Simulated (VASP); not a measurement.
Input of a VASP 6.6.1 run:

Contents of INCAR:

```
SYSTEM = C
PREC = Accurate ; ENCUT = 520
EDIFF = 1E-6 ; ISMEAR = 0
SIGMA = 0.02 ; LREAL = .FALSE.
LASPH = .TRUE. ; NELM = 80
ALGO = Normal ; ISIF = 2
LWAVE = .FALSE. ; LCHARG = .FALSE.
GGA = PE ; NBANDS = 11
```

KPOINTS

```
regular mesh
0
G
  12 12 12
  0 0 0
```

Contents of POSCAR:

```
C
1.0
    0.0000000000      1.7657330687      1.7657330687
    1.7657330687      0.0000000000      1.7657330687
    1.7657330687      1.7657330687      0.0000000000
C
2
Direct
    0.5000000000      0.5000000000      0.5000000000
    0.7500000000      0.7500000000      0.7500000000
```

Potentials or basis: VASP PAW PBE potentials, release 64 (C).

Launch:

```sh
$ cat potpaw_PBE.64/C/POTCAR > POTCAR
$ mpirun -np 1 vasp_std > vasp.out
```

(1) Estimate the band gap on the k mesh.

(2) Predict the pressure.

Results:

(1) 4.22 eV, indirect (least direct gap 5.67 eV).

(2) 16.4 GPa.

Caveat: the cell differs from its parent crystal (strained cell).
